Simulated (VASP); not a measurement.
# SiC (P6_3mc) in VASP: notebook

SiC is run at these levels: BLYP+D4, PBE, BLYP+D3(BJ); tasks: single point, relaxation of cell and atoms.

All numbers are computed with VASP 6.6.1; they aren't measurements. Logs are shortened: lines on timing, memory, paths and dates and some standing lists are left out, and cuts for length are marked.

### Step 1. The cell of the first run

The structure is hexagonal, space group P6_3mc (No. 186). Conventional cell: a = 3.075 Å, b = 3.075 Å, c = 15.093 Å, α = 90.00°, β = 90.00°, γ = 120.00°. Si (site symmetry 3m) has 4 C at 1.88 to 1.89 Å within 2.5 Å. Si (site symmetry 3m) has 4 C at 1.88 to 1.89 Å within 2.5 Å. Si (site symmetry 3m) has 4 C at 1.88 to 1.89 Å within 2.5 Å. C (site symmetry 3m) has 4 Si at 1.88 to 1.89 Å within 2.5 Å. Within 2.5 Å of C (site symmetry 3m) lie 4 Si at 1.88 to 1.89 Å. C (site symmetry 3m) has 4 Si at 1.88 to 1.89 Å within 2.5 Å.

### Step 2. Single point, BLYP+D4

Input file INCAR:

```
SYSTEM = SiC
AGGAC = 1.0
AGGAX = 1.0
ALDAC = 0.0
ALDAX = 1.0
ALGO = Normal
EDIFF = 1E-7
ENCUT = 520
GGA = B5
ISIF = 2
ISMEAR = -1
IVDW = 13
LASPH = .TRUE.
LCHARG = .FALSE.
LREAL = .FALSE.
LWAVE = .FALSE.
NBANDS = 36
NELM = 60
PREC = Accurate
SIGMA = 0.05
VDW_A1 = 0.44488865
VDW_A2 = 4.0933009
VDW_S6 = 1.0
VDW_S8 = 2.34076671
```

Input file KPOINTS:

```
k-points
0
G
  10 10 2
  0 0 0
```

Input file POSCAR:

```
SiC
1.0
    3.0750036005      0.0000000000      0.0000000000
   -1.5375018003      2.6630312348      0.0000000000
    0.0000000000      0.0000000000     15.0934240540
Si C
6 6
Direct
    0.6666666667      0.3333333333      0.4582658712
    0.3333333333      0.6666666667      0.9582658712
    0.6666666667      0.3333333333      0.7918109783
    0.3333333333      0.6666666667      0.2918109783
    0.0000000000      0.0000000000      0.6250559044
    0.0000000000      0.0000000000      0.1250559044
    0.6666666667      0.3333333333      0.3333081333
    0.3333333333      0.6666666667      0.8333081333
    0.6666666667      0.3333333333      0.6668717055
    0.3333333333      0.6666666667      0.1668717055
    0.0000000000      0.0000000000      0.4996874074
    0.0000000000      0.0000000000     -0.0003125926
```

Potentials or basis: VASP PAW PBE potentials, release 64 (Si, C).

Command:

```sh
> cat potpaw_PBE.64/Si/POTCAR potpaw_PBE.64/C/POTCAR > POTCAR
> mpirun -np 1 vasp_std > vasp.out
```

OUTCAR:

```text
SYSTEM = SiC
   EDIFF = 1E-7
   ENCUT = 520
   GGA = B5
   ISIF = 2
   ISMEAR = -1
   IVDW = 13
   LASPH = .TRUE.
   LREAL = .FALSE.
   NELM = 60
   PREC = Accurate

 ion  position               nearest neighbor table
   1  0.667  0.333  0.458-  11 1.88  11 1.88  11 1.88   7 1.89   4 3.08   4 3.08   4 3.08   5 3.08
                             5 3.08   5 3.08
   2  0.333  0.667  0.958-  12 1.88  12 1.88  12 1.88   8 1.89   3 3.08   3 3.08   3 3.08   6 3.08
                             6 3.08   6 3.08
   3  0.667  0.333  0.792-   8 1.88   8 1.88   8 1.88   9 1.89   2 3.08   2 3.08   2 3.08   5 3.08
                             5 3.08   5 3.08
   4  0.333  0.667  0.292-   7 1.88   7 1.88   7 1.88  10 1.89   1 3.08   1 3.08   1 3.08   6 3.08
                             6 3.08   6 3.08
   5  0.000  0.000  0.625-   9 1.88   9 1.88   9 1.88  11 1.89   3 3.08   3 3.08   3 3.08   1 3.08
                             1 3.08   1 3.08
   6  0.000  0.000  0.125-  10 1.88  10 1.88  10 1.88  12 1.89   4 3.08   4 3.08   4 3.08   2 3.08
                             2 3.08   2 3.08
   7  0.667  0.333  0.333-   4 1.88   4 1.88   4 1.88   1 1.89
   8  0.333  0.667  0.833-   3 1.88   3 1.88   3 1.88   2 1.89
   9  0.667  0.333  0.667-   5 1.88   5 1.88   5 1.88   3 1.89
  10  0.333  0.667  0.167-   6 1.88   6 1.88   6 1.88   4 1.89
  11  0.000  0.000  0.500-   1 1.88   1 1.88   1 1.88   5 1.89
  12  0.000  0.000  1.000-   2 1.88   2 1.88   2 1.88   6 1.89

  LATTYP: Found a hexagonal cell.
 ALAT       =     3.0750036005
 C/A-ratio  =     4.9084248394

  Lattice vectors:

 A1 = (   3.0750036005,   0.0000000000,   0.0000000000)
 A2 = (  -1.5375018003,   2.6630312348,   0.0000000000)
 A3 = (   0.0000000000,   0.0000000000,  15.0934240540)

Analysis of symmetry for initial positions (statically):
=====================================================================
 Subroutine PRICEL returns:
 Original cell was already a primitive cell.

 Routine SETGRP: Setting up the symmetry group for a
 hexagonal supercell.

 Subroutine GETGRP returns: Found 12 space group operations
 (whereof  6 operations were pure point group operations)
 out of a pool of 24 trial point group operations.

The static configuration has the point symmetry C_3v.
 The point group associated with its full space group is C_6v.

Analysis of symmetry for dynamics (positions and initial velocities):
=====================================================================
 Subroutine PRICEL returns:
 Original cell was already a primitive cell.

 Routine SETGRP: Setting up the symmetry group for a
 hexagonal supercell.

 Subroutine GETGRP returns: Found 12 space group operations
 (whereof  6 operations were pure point group operations)
 out of a pool of 24 trial point group operations.

The dynamic configuration has the point symmetry C_3v.
 The point group associated with its full space group is C_6v.

 Subroutine INISYM returns: Found 12 space group operations
 (whereof  6 operations are pure point group operations),
 and found     1 'primitive' translations

----------------------------------------------------------------------------------------

                                     Primitive cell

  volume of cell :     123.5975

  direct lattice vectors                    reciprocal lattice vectors
     3.075003601  0.000000000  0.000000000     0.325202871  0.187755965  0.000000000
    -1.537501800  2.663031235  0.000000000     0.000000000  0.375511931  0.000000000
     0.000000000  0.000000000 15.093424054     0.000000000  0.000000000  0.066254019

  length of vectors
     3.075003601  3.075003601 15.093424054     0.375511931  0.375511931  0.066254019

  position of ions in fractional coordinates (direct lattice)
     0.666666667  0.333333333  0.458265871
     0.333333333  0.666666667  0.958265871
     0.666666667  0.333333333  0.791810978
     0.333333333  0.666666667  0.291810978
     0.000000000  0.000000000  0.625055904
     0.000000000  0.000000000  0.125055904
     0.666666667  0.333333333  0.333308133
     0.333333333  0.666666667  0.833308133
     0.666666667  0.333333333  0.666871706
     0.333333333  0.666666667  0.166871706
     0.000000000  0.000000000  0.499687407
     0.000000000  0.000000000  0.999687407

  ion indices of the primitive-cell ions
   primitive index   ion index
                 1           1
                 2           2
                 3           3
                 4           4
                 5           5
                 6           6
                 7           7
                 8           8
                 9           9
                10          10
                11          11
                12          12

----------------------------------------------------------------------------------------

 KPOINTS: k-points

Automatic generation of k-mesh.
 Grid dimensions read from file:
 generate k-points for:   10   10    2

 Generating k-lattice:

  Cartesian coordinates                     Fractional coordinates (reciprocal lattice)
     0.032520287  0.018775597  0.000000000     0.100000000 -0.000000000  0.000000000
     0.000000000  0.037551193  0.000000000     0.000000000  0.100000000  0.000000000
     0.000000000  0.000000000  0.033127009     0.000000000  0.000000000  0.500000000

  Length of vectors
     0.037551193  0.037551193  0.033127009

  Shift w.r.t. Gamma in fractional coordinates (k-lattice)
     0.000000000  0.000000000  0.000000000

 Subroutine IBZKPT returns following result:
 ===========================================

 Found     28 irreducible k-points:

 Following reciprocal coordinates:
            Coordinates               Weight
  0.000000  0.000000  0.000000      1.000000
  0.100000 -0.000000  0.000000      6.000000
  0.200000 -0.000000  0.000000      6.000000
  0.300000  0.000000  0.000000      6.000000
  0.400000  0.000000  0.000000      6.000000
  0.500000  0.000000  0.000000      3.000000
[... 16 lines left out ...]
  0.300000  0.100000  0.500000     12.000000
  0.400000  0.100000  0.500000     12.000000
 [... further k-points ...]
   k-points           NKPTS =     28   k-points in BZ     NKDIM =     28   number of bands    NBANDS=     36
   number of dos      NEDOS =    301   number of ions     NIONS =     12
   total plane-waves  NPLWV =  64512
   dimension x,y,z NGX =    24 NGY =   24 NGZ =  112
   dimension x,y,z NGXF=    48 NGYF=   48 NGZF=  224
   ions per type =               6   6
   NGX,Y,Z   is equivalent  to a cutoff of  12.98, 12.98, 12.34 a.u.
   NGXF,Y,Z  is equivalent  to a cutoff of  25.95, 25.95, 24.67 a.u.
 SYSTEM =  SiC
   PREC   = accura    normal or accurate (medium, high low for compatibility)
   ISTART =      0    job   : 0-new  1-cont  2-samecut
   ICHARG =      2    charge: 1-file 2-atom 10-const
   ISPIN  =      1    spin polarized calculation?
   LNONCOLLINEAR =      F non collinear calculations
   LSORBIT =      F    spin-orbit coupling
   LASPH  =      T    aspherical Exc in radial PAW
   ENCUT  =  520.0 eV  38.22 Ry    6.18 a.u.   5.72  5.72 28.06*2*pi/ulx,y,z
   NELM   =     60;   NELMIN=  2; NELMDL= -5     # of ELM steps
   EDIFF  = 0.1E-06   stopping-criterion for ELM
   LREAL  =      F    real-space projection
   EDIFFG = 0.1E-05   stopping-criterion for IOM
   NSW    =      0    number of steps for IOM
   IBRION =     -1    ionic relax: 0-MD 1-quasi-New 2-CG
   NFREE  =      0    steps in history (QN), initial steepest desc. (CG)
   ISIF   =      2    stress and relaxation
   ISYM   =      2    0-nonsym 1-usesym 2-fastsym
   POTIM  = 0.5000    time-step for ionic-motion
   TEBEG  =    0.0;   TEEND  =   0.0 temperature during run
   PSTRESS=    0.0 pullay stress
   NELECT =      48.0000    total number of electrons
   NUPDOWN=      -1.0000    fix difference up-down
   EMIN   =  10.00;   EMAX   =-10.00  energy-range for DOS
   EFERMI =   0.00;   METHOD = LEGACY
   ISMEAR =    -1;   SIGMA  =   0.05  broadening in eV -4-tet -1-fermi 0-gaus
   EFERMI_NEDOS =   21; number of points for ismear=-14 and -15
   IALGO  =     38    algorithm
   IMIX   =      4    mixing-type and parameters
     AMIX     =   0.40;   BMIX     =  1.00
     AMIX_MAG =   1.60;   BMIX_MAG =  1.00
  volume/ion in A,a.u.               =      10.30        69.51
  Fermi-wavevector in a.u.,A,eV,Ry     =   1.194406  2.257100 19.410153  1.426606
  Thomas-Fermi vector in A             =   2.330397
   LORBIT       =      0    0 simple, 1 ext, 2 COOP (PROOUT), +10 PAW based schemes
   GGA     = B5    functional components
   LHFCALC =     F    Hartree Fock is set to
   AEXX    =    0.0000 exact exchange contribution
   IVDW    =    13    specifies the selected vdW correction
   LEPSILON=     F    determine dielectric tensor
   LRPA    =     F    only Hartree local field effects (RPA)
 non-spin polarized calculation
  energy-cutoff  :      520.00
  volume of cell :      123.60
 maximum number of plane-waves:      3348
 NGX is ok and might be reduce to    24
   NGX = 11   NGY = 11   NGZ = 57

 number of electron      47.9999998 magnetization

 Free energy of the ion-electron system (eV)
  ---------------------------------------------------
  ext. energy  EPLUGINS =         0.00000000
  ---------------------------------------------------
  free energy    TOTEN  =       -81.83987225 eV

  energy without entropy =      -81.83987225  energy(sigma->0) =      -81.83987225

 E-fermi :   9.6588     XC(G=0): -10.6685

 val. band max:        8.6171219932   @ k =   0.0000   0.0000   0.0000
 cond. band min:      10.9512195927   @ k =   0.5000   0.0000   0.0000
 fundamental gap:      2.3340975996
 Fermi energy:         9.6587559138

 k-point     1 :       0.0000    0.0000    0.0000
  band No.  band energies     occupation
      1      -6.7403      2.00000
      2      -6.2212      2.00000
      3      -6.1871      2.00000
      4      -4.7054      2.00000
      5      -4.6751      2.00000
      6      -3.2179      2.00000
[... 28 lines left out ...]
     35      16.0965      0.00000
     36      16.2233      0.00000

 k-point     2 :       0.1000   -0.0000    0.0000
  band No.  band energies     occupation
      1      -6.5675      2.00000
      2      -6.0510      2.00000
      3      -6.0164      2.00000
      4      -4.5439      2.00000
      5      -4.5134      2.00000
      6      -3.0727      2.00000
[... 28 lines left out ...]
     35      16.1797      0.00000
     36      16.2072      0.00000

 k-point     3 :       0.2000   -0.0000    0.0000
  band No.  band energies     occupation
      1      -6.0558      2.00000
      2      -5.5483      2.00000
      3      -5.5118      2.00000
      4      -4.0714      2.00000
      5      -4.0401      2.00000
      6      -2.6579      2.00000
[... 28 lines left out ...]
     35      16.6732      0.00000
     36      17.1051      0.00000
[... 742 lines left out ...]
 k-point    23 :       0.3000    0.1000    0.5000
  band No.  band energies     occupation
      1      -4.4782      2.00000
      2      -4.4782      2.00000
      3      -3.5405      2.00000
      4      -3.5405      2.00000
      5      -2.0946      2.00000
      6      -2.0946      2.00000
[... 28 lines left out ...]
     35      16.4863      0.00000
     36      16.4863      0.00000

 k-point    24 :       0.4000    0.1000    0.5000
  band No.  band energies     occupation
      1      -3.4231      2.00000
      2      -3.4231      2.00000
      3      -2.7366      2.00000
      4      -2.7366      2.00000
      5      -1.8921      2.00000
      6      -1.8921      2.00000
[... 28 lines left out ...]
     35      16.3366      0.00000
     36      16.3366      0.00000

 [... further k-points ...]

------------------------ aborting loop because EDIFF is reached ----------------------------------------

  DFT-D4 for vdW energy calculation

  Edisp (eV):   -7.71373

  FORCE on cell =-STRESS in cart. coord.  units (eV):
  Direction    XX          YY          ZZ          XY          YZ          ZX
  --------------------------------------------------------------------------------------
  -------------------------------------------------------------------------------------
  Total       0.46879     0.46879     0.47815    -0.00000     0.00000     0.00000
  in kB       6.07681     6.07681     6.19820    -0.00000     0.00000     0.00000
  external pressure =        6.12 kB  Pullay stress =        0.00 kB

 VOLUME and BASIS-vectors are now :
 -----------------------------------------------------------------------------
  energy-cutoff  :      520.00
  volume of cell :      123.60
      direct lattice vectors                 reciprocal lattice vectors
     3.075003601  0.000000000  0.000000000     0.325202871  0.187755965  0.000000000
    -1.537501800  2.663031235  0.000000000     0.000000000  0.375511931  0.000000000
     0.000000000  0.000000000 15.093424054     0.000000000  0.000000000  0.066254019

 POSITION                                       TOTAL-FORCE (eV/Angst)
 -----------------------------------------------------------------------------------
      1.53750      0.88768      6.91680        -0.000000      0.000000      0.001379
     -0.00000      1.77535     14.46351         0.000000     -0.000000      0.001379
      1.53750      0.88768     11.95114        -0.000000      0.000000      0.002358
     -0.00000      1.77535      4.40443         0.000000     -0.000000      0.002358
      0.00000      0.00000      9.43423        -0.000000     -0.000000      0.004997
      0.00000      0.00000      1.88752        -0.000000      0.000000      0.004997
      1.53750      0.88768      5.03076         0.000000      0.000000     -0.002875
     -0.00000      1.77535     12.57747        -0.000000     -0.000000     -0.002875
      1.53750      0.88768     10.06538        -0.000000      0.000000     -0.002542
     -0.00000      1.77535      2.51867         0.000000     -0.000000     -0.002542
      0.00000      0.00000      7.54199        -0.000000      0.000000     -0.003317
      0.00000      0.00000     15.08871        -0.000000      0.000000     -0.003317
 -----------------------------------------------------------------------------------
    total drift:                               -0.000000     -0.000000      0.000148

  FREE ENERGIE OF THE ION-ELECTRON SYSTEM (eV)
  ---------------------------------------------------
  free  energy   TOTEN  =       -89.5536002846 eV

  energy  without entropy=      -89.5536002846  energy(sigma->0) =      -89.55360028
```

Wall time 3.5 min (1 thread of Intel Xeon 8259CL, shared host); peak memory 0.28 GiB.

Results:

* Free energy: -89.5536 eV
* Pressure: 0.6 GPa
* Largest force: 0.005 eV/Å
* Band gap on the k mesh: 2.33 eV (least direct gap 3.43 eV)
* Dispersion energy per atom: -0.643 eV

Forces in eV/Å, atoms in the order of the input:
```
Si   0.000  0.000  0.001
Si   0.000  0.000  0.001
Si   0.000  0.000  0.002
Si   0.000  0.000  0.002
Si   0.000  0.000  0.005
Si   0.000  0.000  0.005
C    0.000  0.000 -0.003
C    0.000  0.000 -0.003
C    0.000  0.000 -0.003
C    0.000  0.000 -0.003
C    0.000  0.000 -0.003
C    0.000  0.000 -0.003
```

Levels at points of the mesh, in eV from the valence-band top:
| k point | band 22 | band 23 | band 24 | band 25 | band 26 | band 27 |
| --- | --- | --- | --- | --- | --- | --- |
| (0.00, 0.00, 0.00) | -0.04 | 0.00 | 0.00 | 5.36 | 5.54 | 5.94 |
| (0.50, 0.00, 0.00) | -1.76 | -1.62 | -1.10 | 2.33 | 2.52 | 3.50 |
| (0.00, 0.00, 0.50) | -0.09 | -0.09 | -0.09 | 5.43 | 5.43 | 6.17 |
| (0.50, 0.00, 0.50) | -1.69 | -1.30 | -1.30 | 2.38 | 2.38 | 3.71 |

Caveat: the PAW data sets were made with another functional, which shifts forces and pressure a little.

### Step 3. Single point, PBE

This run uses another cell than the first one, of 10.49 Å³/atom.

Input file INCAR:

```
PREC     = Accurate       # precision mode
ENCUT    = 520            # plane-wave cutoff, eV
EDIFF    = 1E-6           # SCF threshold, eV
ISMEAR   = 0              # smearing method
SIGMA    = 0.015          # smearing width, eV
LREAL    = False          # projectors in reciprocal space
LASPH    = True           # aspherical terms in the spheres
NELM     = 100            # most SCF steps
ALGO     = Normal         # electronic algorithm
ISIF     = 2              # what is computed and relaxed
LWAVE    = False          # write WAVECAR
LCHARG   = False          # write CHGCAR
GGA      = PE             # functional
NBANDS   = 36             # bands
```

Input file KPOINTS:

```
Automatic mesh
0
Gamma
  10 10 2
```

Input file POSCAR:

```
SiC
1.0
    3.0950000000      0.0000000000      0.0000000000
   -1.5475000000      2.6803486247      0.0000000000
    0.0000000000      0.0000000000     15.1700000000
Si C
6 6
Direct
    0.6666666667      0.3333333333      0.4583000000
    0.3333333333      0.6666666667      0.9583000000
    0.6666666667      0.3333333333      0.7917000000
    0.3333333333      0.6666666667      0.2917000000
    0.0000000000      0.0000000000      0.6250000000
    0.0000000000      0.0000000000      0.1250000000
    0.6666666667      0.3333333333      0.3333000000
    0.3333333333      0.6666666667      0.8333000000
    0.6666666667      0.3333333333      0.6667000000
    0.3333333333      0.6666666667      0.1667000000
    0.0000000000      0.0000000000      0.5000000000
    0.0000000000      0.0000000000      0.0000000000
```

Potentials or basis: VASP PAW PBE potentials, release 64 (Si, C).

Command:

```sh
> cat potpaw_PBE.64/Si/POTCAR potpaw_PBE.64/C/POTCAR > POTCAR
> mpirun -np 1 vasp_std > vasp.out
```

It took 2.8 min on 1 thread of Intel Xeon 8259CL, shared host; peak memory 0.29 GiB.

The run converged. Its results:

| Quantity | Value |
| --- | --- |
| Free energy | -90.3723 eV |
| Pressure | 0.2 GPa |
| Largest force | 0.142 eV/Å |
| Band gap on the k mesh | 2.02 eV (least direct gap 3.12 eV) |

Forces in eV/Å, atoms in the order of the input:
```
Si   0.000  0.000  0.054
Si   0.000  0.000  0.054
Si   0.000  0.000  0.025
Si   0.000  0.000  0.025
Si   0.000  0.000  0.043
Si   0.000  0.000  0.043
C    0.000  0.000 -0.014
C    0.000  0.000 -0.014
C    0.000  0.000  0.034
C    0.000  0.000  0.034
C    0.000  0.000 -0.142
C    0.000  0.000 -0.142
```

Stress tensor (GPa, compression positive):
```
-0.07  0.00  0.00
 0.00 -0.07  0.00
 0.00  0.00  0.70
```

Levels at points of the mesh, in eV from the valence-band top:
| k point | band 20 | band 21 | band 22 | band 23 | band 24 | band 25 | band 26 | band 27 | band 28 | band 29 |
| --- | --- | --- | --- | --- | --- | --- | --- | --- | --- | --- |
| (0.00, 0.00, 0.00) | -0.30 | -0.30 | -0.05 | 0.00 | 0.00 | 5.04 | 5.21 | 5.62 | 6.13 | 6.15 |
| (0.50, 0.00, 0.00) | -2.25 | -1.80 | -1.77 | -1.66 | -1.09 | 2.02 | 2.20 | 3.19 | 3.87 | 4.56 |
| (0.00, 0.00, 0.50) | -0.64 | -0.10 | -0.10 | -0.10 | -0.10 | 5.11 | 5.11 | 5.85 | 5.85 | 6.50 |
| (0.50, 0.00, 0.50) | -2.34 | -1.71 | -1.71 | -1.30 | -1.30 | 2.06 | 2.06 | 3.41 | 3.41 | 4.75 |

[end of part 1 of 2]
